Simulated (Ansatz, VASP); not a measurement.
**Sn in VASP and in Ansatz**

```
Sn
1.0
     3.21012    0.00000    0.00000
    -1.60506    2.78005    0.00000
     0.00000    0.00000    3.01050
Sn
1
Cartesian
  0.0000 0.0000 0.0000
```

Alike in both runs: functional PBEsol; k mesh 21 × 21 × 18; occupations gaussian, width 0.1 eV; no spin polarisation.

Ansatz relaxed the structure, and its values are those at the end. VASP's run is a single point on that final structure, the one shown.

|  | VASP | Ansatz |
| --- | --- | --- |
| version | VASP 6.6.1 | Ansatz 0.2.0 |
| potentials or method | VASP PAW PBE potentials, release 64 (Sn_d), cutoff 520 eV | scalar-relativistic, plane waves, PAW |
| valence electrons in the cell | 14 | 14 |

|  | VASP | Ansatz | Ansatz less VASP |
| --- | --- | --- | --- |
| gap on the k mesh at the Fermi level (eV) | none | none | - |
| pressure (GPa) | 0.0 | 0.0 | +0.03 |

VASP's potentials were made for PBE, not for PBEsol. A gap of «none» marks a metal or a gap that the smearing closes.
